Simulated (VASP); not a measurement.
Hf, 1 atom in the cell. It takes space group Im-3m (No. 229, cubic). Conventional cell: a = 3.050 Å, b = 3.050 Å, c = 3.050 Å, α = 90.00°, β = 90.00°, γ = 90.00°. Hf (site symmetry m-3m) has 14 Hf at 2.64 to 3.05 Å within 3.5 Å.  This cell differs from its parent crystal: volume scaled by 0.640.

* Program: VASP 6.6.1
* Task: single point
* Functional: r2SCAN
* Potentials or basis: VASP PAW PBE potentials, release 64 (Hf_pv)
* Cutoff: 520 eV
* k mesh: 20 × 20 × 20
* Occupations: gaussian, width 0.05 eV
* Spin: no spin polarisation
* Dipole correction: no
* Further INCAR settings: ALGO = Normal; EDIFF = 1e-06; NBANDS = 11

Potentials or basis: VASP PAW PBE potentials, release 64 (Hf_pv).

Command:

```bash
$ cat potpaw_PBE.64/Hf_pv/POTCAR > POTCAR
$ cp INCAR.step1 INCAR
$ mpirun -np 1 vasp_std > vasp.out
$ cp INCAR.step2 INCAR
$ mpirun -np 1 vasp_std > vasp.out
```

Hardware: 1 thread of Intel(R) Xeon(R) Platinum 8259CL CPU @ 2.50GHz (Skylake/Cascade Lake) (shared host).

How long does it take, and how much memory?

Run time: 110 s on 1 thread of Intel(R) Xeon(R) Platinum 8259CL CPU @ 2.50GHz (Skylake/Cascade Lake), on a shared host, peak memory 0.16 GiB. Counts: k points 256.
